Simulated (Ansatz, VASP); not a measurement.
NaCl: VASP beside Ansatz

```
Na Cl
1.0
     0.00000    2.87813    2.87813
     2.87813    0.00000    2.87813
     2.87813    2.87813    0.00000
Na Cl
1 1
Cartesian
  0.0000 0.0000 0.0000
  2.8781 2.8781 2.8781
```

Change from the starting cell: hydrostatic strain +2.7%.

Alike in both runs: task single point; functional HSE06; k mesh 6 × 6 × 6; no spin polarisation.

|  | VASP | Ansatz |
| --- | --- | --- |
| version | VASP 6.6.1 | Ansatz 0.2.0 |
| potentials or method | VASP PAW PBE potentials, release 64 (Na_pv, Cl) | plane waves, PAW |
| plane-wave cutoff (eV) | 400 | 420 |
| occupations | gaussian, width 0.01 eV | fixed |
| valence electrons in the cell | 14 | 16 |

Ansatz gave:

```
gap on the k mesh at the Fermi level (eV) : 6.24
pressure (GPa)                            : -1.2
```

Problem. Estimate VASP's values.

Solution. gap on the k mesh at the Fermi level (eV): 6.23; pressure (GPa): -1.3.

VASP's potentials hold 14 valence electrons a cell and Ansatz's 16, so a difference there can come from the potentials and not from the codes. Ansatz's warnings: stress exchange threshold loose, stress scf threshold loose.
